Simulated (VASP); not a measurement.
A run of VASP 6.6.1 is set up as follows.

Contents of INCAR:

```
SYSTEM = Ru
PREC = Accurate
ENCUT = 500
EDIFF = 1E-6
ISMEAR = 1
SIGMA = 0.15
LREAL = .False.
LASPH = .True.
NELM = 120
ALGO = Normal
ISIF = 2
LWAVE = .False.
LCHARG = .True.
GGA = PE
LELF = .True.
LVHAR = .True.
NBANDS = 21
GGA_COMPAT = .False.
```

The input KPOINTS:

```
regular mesh
0
Gamma
  8 8 4
  0 0 0
```

The input POSCAR:

```
Ru
1.0
    2.7058000000      0.0000000000      0.0000000000
   -1.3529000000      2.3432900000      0.0000000000
    0.0000000000      0.0000000000      4.2819000000
Ru
2
Direct
    0.3333333333      0.6666666667      0.2500000000
    0.6666666667      0.3333333333      0.7500000000
```

Potentials or basis: VASP PAW PBE potentials, release 64 (Ru_pv).

The run is started by

```console
$ cat potpaw_PBE.64/Ru_pv/POTCAR > POTCAR
$ mpirun -np 1 vasp_std > vasp.out
```

Task: Estimate the band gap on the k mesh.

Result: Zero (band 14 reaches 14.26 eV, above the bottom of band 15 at 11.35 eV).

Task: Estimate the pressure.

Result: 4.3 GPa.

Stress tensor (GPa, compression positive):
```
4.69 0.00 0.00
0.00 4.69 0.00
0.00 0.00 3.64
```

Caveat: the k points lie up to 0.37 Å⁻¹ apart.
